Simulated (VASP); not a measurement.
# AgPt3 in VASP: a series of runs, part 2 of 2

VASP 6.6.1.

## 4. Single point, LDA (zz strain of -1 %)

File INCAR:

```
ALGO = Normal ; EDIFF = 1E-7
ENCUT = 520 ; ISIF = 2
ISMEAR = -1 ; LASPH = T
LCHARG = T ; LELF = T
LREAL = F ; LVHAR = T
LWAVE = F ; NBANDS = 28
NELM = 100 ; PREC = Accurate
SIGMA = 0.08
```

File KPOINTS:

```
k-points
0
Gamma
  9 9 9
```

File POSCAR:

```
AgPt3
1.0
    3.9000000000      0.0000000000      0.0000000000
    0.0000000000      3.9000000000      0.0000000000
    0.0000000000      0.0000000000      3.8610000000
Ag Pt
1 3
Direct
    0.0000000000      0.0000000000      0.0000000000
    0.0000000000      0.5000000000      0.5000000000
    0.5000000000      0.0000000000      0.5000000000
    0.5000000000      0.5000000000      0.0000000000
```

Potentials or basis: VASP PAW LDA potentials, release 64 (Ag, Pt).

Started as:

```console
> cat potpaw_LDA.64/Ag/POTCAR potpaw_LDA.64/Pt/POTCAR > POTCAR
> mpirun -np 1 vasp_std > vasp.out
```

OUTCAR:

```text
EDIFF = 1E-7
   ENCUT = 520
   ISIF = 2
   ISMEAR = -1
   LASPH = T
   LREAL = F
   NELM = 100
   PREC = Accurate

 ion  position               nearest neighbor table
   1  0.000  0.000  0.000-   2 2.74   3 2.74   2 2.74   3 2.74   2 2.74   2 2.74   3 2.74   3 2.74
                             4 2.76   4 2.76   4 2.76   4 2.76
   2  0.000  0.500  0.500-   1 2.74   4 2.74   1 2.74   4 2.74   1 2.74   1 2.74   4 2.74   4 2.74
                             3 2.76   3 2.76   3 2.76   3 2.76
   3  0.500  0.000  0.500-   1 2.74   4 2.74   1 2.74   4 2.74   4 2.74   4 2.74   1 2.74   1 2.74
                             2 2.76   2 2.76   2 2.76   2 2.76
   4  0.500  0.500  0.000-   2 2.74   3 2.74   2 2.74   3 2.74   3 2.74   3 2.74   2 2.74   2 2.74
                             1 2.76   1 2.76   1 2.76   1 2.76

  LATTYP: Found a simple tetragonal cell.
 ALAT       =     3.9000000000
 C/A-ratio  =     0.9900000000

  Lattice vectors:

 A1 = (   3.9000000000,   0.0000000000,   0.0000000000)
 A2 = (   0.0000000000,   3.9000000000,   0.0000000000)
 A3 = (   0.0000000000,   0.0000000000,   3.8610000000)

Analysis of symmetry for initial positions (statically):
=====================================================================
 Subroutine PRICEL returns:
 Original cell was already a primitive cell.

 Routine SETGRP: Setting up the symmetry group for a
 simple tetragonal supercell.

 Subroutine GETGRP returns: Found 16 space group operations
 (whereof 16 operations were pure point group operations)
 out of a pool of 16 trial point group operations.

The static configuration has the point symmetry D_4h.

Analysis of symmetry for dynamics (positions and initial velocities):
=====================================================================
 Subroutine PRICEL returns:
 Original cell was already a primitive cell.

 Routine SETGRP: Setting up the symmetry group for a
 simple tetragonal supercell.

 Subroutine GETGRP returns: Found 16 space group operations
 (whereof 16 operations were pure point group operations)
 out of a pool of 16 trial point group operations.

The dynamic configuration has the point symmetry D_4h.

 Subroutine INISYM returns: Found 16 space group operations
 (whereof 16 operations are pure point group operations),
 and found     1 'primitive' translations

----------------------------------------------------------------------------------------

                                     Primitive cell

  volume of cell :      58.7258

  direct lattice vectors                    reciprocal lattice vectors
     3.900000000  0.000000000  0.000000000     0.256410256  0.000000000  0.000000000
     0.000000000  3.900000000  0.000000000     0.000000000  0.256410256  0.000000000
     0.000000000  0.000000000  3.861000000     0.000000000  0.000000000  0.259000259

  length of vectors
     3.900000000  3.900000000  3.861000000     0.256410256  0.256410256  0.259000259

  position of ions in fractional coordinates (direct lattice)
     0.000000000  0.000000000  0.000000000
     0.000000000  0.500000000  0.500000000
     0.500000000  0.000000000  0.500000000
     0.500000000  0.500000000  0.000000000

  ion indices of the primitive-cell ions
   primitive index   ion index
                 1           1
                 2           2
                 3           3
                 4           4

----------------------------------------------------------------------------------------

 KPOINTS: k-points

Automatic generation of k-mesh.
 Grid dimensions read from file:
 generate k-points for:    9    9    9

 Generating k-lattice:

  Cartesian coordinates                     Fractional coordinates (reciprocal lattice)
     0.028490028  0.000000000  0.000000000     0.111111111  0.000000000  0.000000000
     0.000000000  0.028490028  0.000000000     0.000000000  0.111111111  0.000000000
     0.000000000  0.000000000  0.028777807     0.000000000  0.000000000  0.111111111

  Length of vectors
     0.028490028  0.028490028  0.028777807

  Shift w.r.t. Gamma in fractional coordinates (k-lattice)
     0.000000000  0.000000000  0.000000000

 Subroutine IBZKPT returns following result:
 ===========================================

 Found     75 irreducible k-points:

 Following reciprocal coordinates:
            Coordinates               Weight
  0.000000  0.000000  0.000000      1.000000
  0.111111  0.000000  0.000000      4.000000
  0.222222  0.000000  0.000000      4.000000
  0.333333  0.000000  0.000000      4.000000
  0.444444  0.000000  0.000000      4.000000
  0.111111  0.111111  0.000000      4.000000
[... 16 lines left out ...]
  0.333333  0.111111  0.111111     16.000000
  0.444444  0.111111  0.111111     16.000000
 [... further k-points ...]
   k-points           NKPTS =     75   k-points in BZ     NKDIM =     75   number of bands    NBANDS=     28
   number of dos      NEDOS =    301   number of ions     NIONS =      4
   total plane-waves  NPLWV =  27000
   dimension x,y,z NGX =    30 NGY =   30 NGZ =   30
   dimension x,y,z NGXF=    60 NGYF=   60 NGZF=   60
   ions per type =               1   3
   NGX,Y,Z   is equivalent  to a cutoff of  12.79, 12.79, 12.92 a.u.
   NGXF,Y,Z  is equivalent  to a cutoff of  25.58, 25.58, 25.83 a.u.
 SYSTEM =  unknown system
   PREC   = accura    normal or accurate (medium, high low for compatibility)
   ISTART =      0    job   : 0-new  1-cont  2-samecut
   ICHARG =      2    charge: 1-file 2-atom 10-const
   ISPIN  =      1    spin polarized calculation?
   LNONCOLLINEAR =      F non collinear calculations
   LSORBIT =      F    spin-orbit coupling
   LASPH  =      T    aspherical Exc in radial PAW
   ENCUT  =  520.0 eV  38.22 Ry    6.18 a.u.   7.25  7.25  7.18*2*pi/ulx,y,z
   NELM   =    100;   NELMIN=  2; NELMDL= -5     # of ELM steps
   EDIFF  = 0.1E-06   stopping-criterion for ELM
   LREAL  =      F    real-space projection
   EDIFFG = 0.1E-05   stopping-criterion for IOM
   NSW    =      0    number of steps for IOM
   IBRION =     -1    ionic relax: 0-MD 1-quasi-New 2-CG
   NFREE  =      0    steps in history (QN), initial steepest desc. (CG)
   ISIF   =      2    stress and relaxation
   ISYM   =      2    0-nonsym 1-usesym 2-fastsym
   POTIM  = 0.5000    time-step for ionic-motion
   TEBEG  =    0.0;   TEEND  =   0.0 temperature during run
   PSTRESS=    0.0 pullay stress
   NELECT =      41.0000    total number of electrons
   NUPDOWN=      -1.0000    fix difference up-down
   EMIN   =  10.00;   EMAX   =-10.00  energy-range for DOS
   EFERMI =   0.00;   METHOD = LEGACY
   ISMEAR =    -1;   SIGMA  =   0.08  broadening in eV -4-tet -1-fermi 0-gaus
   EFERMI_NEDOS =   21; number of points for ismear=-14 and -15
   IALGO  =     38    algorithm
   IMIX   =      4    mixing-type and parameters
     AMIX     =   0.40;   BMIX     =  1.00
     AMIX_MAG =   1.60;   BMIX_MAG =  1.00
  volume/ion in A,a.u.               =      14.68        99.08
  Fermi-wavevector in a.u.,A,eV,Ry     =   1.452312  2.744471 28.697527  2.109209
  Thomas-Fermi vector in A             =   2.569708
   LORBIT       =      0    0 simple, 1 ext, 2 COOP (PROOUT), +10 PAW based schemes
   GGA     = CA    functional components
   LHFCALC =     F    Hartree Fock is set to
   AEXX    =    0.0000 exact exchange contribution
   IVDW    =     0    specifies the selected vdW correction
   LEPSILON=     F    determine dielectric tensor
   LRPA    =     F    only Hartree local field effects (RPA)
 non-spin polarized calculation
  energy-cutoff  :      520.00
  volume of cell :       58.73
 maximum number of plane-waves:      1598
 NGX is ok and might be reduce to    30
   NGX = 15   NGY = 15   NGZ = 15

 number of electron      41.0000002 magnetization

 Free energy of the ion-electron system (eV)
  ---------------------------------------------------
  ext. energy  EPLUGINS =         0.00000000
  ---------------------------------------------------
  free energy    TOTEN  =       -26.23024279 eV

  energy without entropy =      -26.16156488  energy(sigma->0) =      -26.19590383

 E-fermi :  11.0599     XC(G=0): -13.7541

 val. band max:       11.0590896685   @ k =   0.2222   0.1111   0.4444
 cond. band min:      11.0657097110   @ k =   0.4444   0.2222   0.1111
 fundamental gap:      0.0066200425
 Fermi energy:        11.0598581795

 k-point     1 :       0.0000    0.0000    0.0000
  band No.  band energies     occupation
      1       1.1520      2.00000
      2       3.8894      2.00000
      3       3.8976      2.00000
      4       4.0659      2.00000
      5       4.3184      2.00000
      6       4.3200      2.00000
[... 20 lines left out ...]
     27      21.3952      0.00000
[... 691 lines left out ...]
      6       5.6291      2.00000
[... 20 lines left out ...]
     27      21.8607      0.00000
     28      21.9657      0.00000

 [... further k-points ...]
[... 5 lines left out ...]
  --------------------------------------------------------------------------------------
  -------------------------------------------------------------------------------------
  Total        1.9592876      1.9592876      2.3779017      0.0000000     -0.0000000      0.0000000
  in kB       53.4539455     53.4539455     64.8747152      0.0000000     -0.0000000      0.0000000
  external PRESSURE =      57.2608688 kB  Pullay stress =       0.0000000 kB

 VOLUME and BASIS-vectors are now :
 -----------------------------------------------------------------------------
  energy-cutoff  :      520.00
  volume of cell :       58.73
      direct lattice vectors                 reciprocal lattice vectors
     3.900000000  0.000000000  0.000000000     0.256410256  0.000000000  0.000000000
     0.000000000  3.900000000  0.000000000     0.000000000  0.256410256  0.000000000
     0.000000000  0.000000000  3.861000000     0.000000000  0.000000000  0.259000259

 POSITION                                       TOTAL-FORCE (eV/Angst)
 -----------------------------------------------------------------------------------
      0.00000      0.00000      0.00000         0.000000      0.000000      0.000000
      0.00000      1.95000      1.93050         0.000000      0.000000      0.000000
      1.95000      0.00000      1.93050         0.000000      0.000000      0.000000
      1.95000      1.95000      0.00000         0.000000      0.000000      0.000000
 -----------------------------------------------------------------------------------
    total drift:                                0.000000      0.000000     -0.000000

  FREE ENERGIE OF THE ION-ELECTRON SYSTEM (eV)
  ---------------------------------------------------
  free  energy   TOTEN  =       -26.2302427856 eV

  energy  without entropy=      -26.1615648809  energy(sigma->0) =      -26.19590383
```

OSZICAR:

```text
N       E                     dE             d eps       ncg     rms          rms(c)
DAV:   1     0.265235952984E+03    0.26524E+03   -0.20791E+04  4208   0.141E+03
DAV:   2    -0.195480801904E+02   -0.28478E+03   -0.27377E+03  4600   0.329E+02
DAV:   3    -0.277630123293E+02   -0.82149E+01   -0.80850E+01  4668   0.568E+01
DAV:   4    -0.278217447144E+02   -0.58732E-01   -0.58710E-01  4516   0.493E+00
DAV:   5    -0.278223189661E+02   -0.57425E-03   -0.57425E-03  4564   0.529E-01    0.252E+01
DAV:   6    -0.263963212660E+02    0.14260E+01   -0.29978E+00  4432   0.161E+01    0.137E+01
DAV:   7    -0.262645260080E+02    0.13180E+00   -0.57390E-01  4452   0.712E+00    0.461E+00
DAV:   8    -0.262359369207E+02    0.28589E-01   -0.10816E-01  4416   0.539E+00    0.204E+00
DAV:   9    -0.262304106372E+02    0.55263E-02   -0.21050E-02  4364   0.158E+00    0.193E-01
DAV:  10    -0.262302334451E+02    0.17719E-03   -0.70009E-04  4488   0.351E-01    0.633E-02
DAV:  11    -0.262302434720E+02   -0.10027E-04   -0.92206E-05  4464   0.908E-02    0.151E-02
DAV:  12    -0.262302427780E+02    0.69401E-06   -0.78832E-06  4528   0.259E-02    0.560E-03
DAV:  13    -0.262302427856E+02   -0.75916E-08   -0.48130E-07  4404   0.707E-03
   1 F= -.26230243E+02 E0= -.26195904E+02  d E =-.686779E-01
```

It took 3.4 min on 1 thread of Intel Xeon 8259CL, shared host; peak memory 0.23 GiB.

Results:

```yaml
Free_energy: -26.2302 eV
Pressure: 5.7 GPa
Band_gap_on_the_k_mesh: zero (an odd number of electrons rules out a gap without spin polarisation)
```

Stress tensor (GPa, compression positive):
```
5.35 0.00 0.00
0.00 5.35 0.00
0.00 0.00 6.49
```

Caveat: the cell differs from its parent crystal (zz strain of -1 %); the cell stands under pressure; spin-orbit coupling is left out, which moves the levels of the heavy elements.

## 5. Single point, LDA (zz strain of +1 %)

File INCAR:

```
SYSTEM = AgPt3
ALGO = Normal ; EDIFF = 1E-6
ENCUT = 520 ; GGA = CA
ISIF = 2 ; ISMEAR = -1
LASPH = .TRUE. ; LCHARG = .FALSE.
LREAL = .FALSE. ; LWAVE = .FALSE.
NBANDS = 28 ; NELM = 100
PREC = Accurate ; SIGMA = 0.08
```

File KPOINTS:

```
k-points
0
G
  9 9 9
  0 0 0
```

Edit POSCAR of step 4 so:

```diff
@@ -4,3 +4,3 @@
     0.0000000000      3.9000000000      0.0000000000
-    0.0000000000      0.0000000000      3.8610000000
+    0.0000000000      0.0000000000      3.9390000000
 Ag Pt
```

Potentials or basis: VASP PAW LDA potentials, release 64 (Ag, Pt).

Started as:

```console
> cat potpaw_LDA.64/Ag/POTCAR potpaw_LDA.64/Pt/POTCAR > POTCAR
> mpirun -np 1 vasp_std > vasp.out
```

OUTCAR:

```text
SYSTEM = AgPt3
   EDIFF = 1E-6
   ENCUT = 520
   GGA = CA
   ISIF = 2
   ISMEAR = -1
   LASPH = .TRUE.
   LREAL = .FALSE.
   NELM = 100
   PREC = Accurate

 ion  position               nearest neighbor table
   1  0.000  0.000  0.000-   4 2.76   4 2.76   4 2.76   4 2.76   3 2.77   2 2.77   3 2.77   2 2.77
                             3 2.77   2 2.77   3 2.77   2 2.77
   2  0.000  0.500  0.500-   3 2.76   3 2.76   3 2.76   3 2.76   4 2.77   1 2.77   1 2.77   1 2.77
                             4 2.77   4 2.77   4 2.77   1 2.77
   3  0.500  0.000  0.500-   2 2.76   2 2.76   2 2.76   2 2.76   4 2.77   1 2.77   4 2.77   4 2.77
                             1 2.77   4 2.77   1 2.77   1 2.77
   4  0.500  0.500  0.000-   1 2.76   1 2.76   1 2.76   1 2.76   3 2.77   2 2.77   3 2.77   3 2.77
                             3 2.77   2 2.77   2 2.77   2 2.77

  LATTYP: Found a simple tetragonal cell.
 ALAT       =     3.9000000000
 C/A-ratio  =     1.0100000000

  Lattice vectors:

 A1 = (   3.9000000000,   0.0000000000,   0.0000000000)
 A2 = (   0.0000000000,   3.9000000000,   0.0000000000)
 A3 = (   0.0000000000,   0.0000000000,   3.9390000000)

Analysis of symmetry for initial positions (statically):
[... 172 lines left out ...]
  ---------------------------------------------------
  free energy    TOTEN  =       -26.25302203 eV

  energy without entropy =      -26.18217069  energy(sigma->0) =      -26.21759636

 E-fermi :  10.6800     XC(G=0): -13.6359

 val. band max:       10.6781782191   @ k =   0.4444   0.3333   0.4444
 cond. band min:      10.6898260179   @ k =   0.4444   0.2222   0.1111
 fundamental gap:      0.0116477988
 Fermi energy:        10.6800250082

 k-point     1 :       0.0000    0.0000    0.0000
  band No.  band energies     occupation
      1       0.9840      2.00000
      2       3.7159      2.00000
      3       3.7245      2.00000
      4       3.9020      2.00000
      5       4.1365      2.00000
      6       4.1374      2.00000
[... 733 lines left out ...]
     27      21.2870      0.00000
     28      21.3480      0.00000

 [... further k-points ...]
[... 5 lines left out ...]
  --------------------------------------------------------------------------------------
  -------------------------------------------------------------------------------------
  Total        0.2138177      0.2138177     -0.2006914      0.0000000     -0.0000000     -0.0000000
  in kB        5.7179316      5.7179316     -5.3669069      0.0000000     -0.0000000     -0.0000000
  external PRESSURE =       2.0229855 kB  Pullay stress =       0.0000000 kB

 VOLUME and BASIS-vectors are now :
 -----------------------------------------------------------------------------
  energy-cutoff  :      520.00
  volume of cell :       59.91
      direct lattice vectors                 reciprocal lattice vectors
     3.900000000  0.000000000  0.000000000     0.256410256  0.000000000  0.000000000
     0.000000000  3.900000000  0.000000000     0.000000000  0.256410256  0.000000000
     0.000000000  0.000000000  3.939000000     0.000000000  0.000000000  0.253871541

 POSITION                                       TOTAL-FORCE (eV/Angst)
 -----------------------------------------------------------------------------------
      0.00000      0.00000      0.00000         0.000000      0.000000      0.000000
      0.00000      1.95000      1.96950         0.000000      0.000000      0.000000
      1.95000      0.00000      1.96950         0.000000      0.000000      0.000000
      1.95000      1.95000      0.00000         0.000000      0.000000      0.000000
 -----------------------------------------------------------------------------------
    total drift:                                0.000000      0.000000     -0.000000

  FREE ENERGIE OF THE ION-ELECTRON SYSTEM (eV)
  ---------------------------------------------------
  free  energy   TOTEN  =       -26.2530220290 eV

  energy  without entropy=      -26.1821706913  energy(sigma->0) =      -26.21759636
```

OSZICAR:

```text
N       E                     dE             d eps       ncg     rms          rms(c)
DAV:   1     0.265063024511E+03    0.26506E+03   -0.20753E+04  4216   0.141E+03
DAV:   2    -0.195103100638E+02   -0.28457E+03   -0.27318E+03  4616   0.327E+02
DAV:   3    -0.277891696684E+02   -0.82789E+01   -0.81398E+01  4676   0.569E+01
DAV:   4    -0.278496301806E+02   -0.60461E-01   -0.60437E-01  4500   0.497E+00
DAV:   5    -0.278502287670E+02   -0.59859E-03   -0.59858E-03  4564   0.538E-01    0.237E+01
DAV:   6    -0.264074898077E+02    0.14427E+01   -0.31175E+00  4424   0.161E+01    0.129E+01
DAV:   7    -0.262848181654E+02    0.12267E+00   -0.52876E-01  4456   0.674E+00    0.457E+00
DAV:   8    -0.262586532513E+02    0.26165E-01   -0.10164E-01  4408   0.522E+00    0.202E+00
DAV:   9    -0.262531722206E+02    0.54810E-02   -0.19442E-02  4376   0.161E+00    0.182E-01
DAV:  10    -0.262530164519E+02    0.15577E-03   -0.76736E-04  4468   0.366E-01    0.710E-02
DAV:  11    -0.262530234746E+02   -0.70227E-05   -0.10621E-04  4464   0.108E-01    0.195E-02
DAV:  12    -0.262530218469E+02    0.16276E-05   -0.66386E-06  4444   0.276E-02    0.613E-03
DAV:  13    -0.262530220290E+02   -0.18209E-06   -0.21613E-06  2404   0.121E-02
   1 F= -.26253022E+02 E0= -.26217596E+02  d E =-.708513E-01
```

stdout:

```text
POSCAR found type information on POSCAR AgPt
 POSCAR found :  2 types and       4 ions
 scaLAPACK will be used
 LDA part: xc-table for (Slater(with rela. corr.)+CA(PZ))
 , standard interpolation
 POSCAR, INCAR and KPOINTS ok, starting setup
 FFT: planning ... GRIDC
 FFT: planning ... GRID_SOFT
 FFT: planning ... GRID
 WAVECAR not read
 entering main loop
```

Run time: 3.5 min. Hardware: 1 thread of Intel Xeon 8259CL, shared host; peak memory 0.23 GiB.

What came out:

```yaml
Free_energy: -26.2530 eV
Pressure: 0.2 GPa
Band_gap_on_the_k_mesh: zero (an odd number of electrons rules out a gap without spin polarisation)
```

Stress tensor (GPa, compression positive):
```
 0.57  0.00  0.00
 0.00  0.57  0.00
 0.00  0.00 -0.54
```

Caveat: the cell differs from its parent crystal (zz strain of +1 %); spin-orbit coupling is left out, which moves the levels of the heavy elements.

## 6. Overview

| cell | gap on the mesh (eV) | pressure (GPa) |
| --- | --- | --- |
| a = 3.900 Å, 4 atoms | none | 2.9 |
| a = 3.900, b = 3.900, c = 3.822 Å, 4 atoms | none | 8.8 |
| a = 3.900, b = 3.900, c = 3.861 Å, 4 atoms | none | 5.7 |
| a = 3.900, b = 3.900, c = 3.939 Å, 4 atoms | none | 0.2 |

Alike in all rows: task single point; level LDA; potentials or basis VASP PAW LDA potentials, release 64 (Ag, Pt); no spin polarisation; k mesh 9 × 9 × 9; cutoff (eV) 520; smearing fermi-dirac 0.08 eV.

Caveats: spin-orbit coupling is left out, which moves the levels of the heavy elements; the cell stands under pressure (at least some runs).

Absolute energies hang on the potentials; compare differences alone.
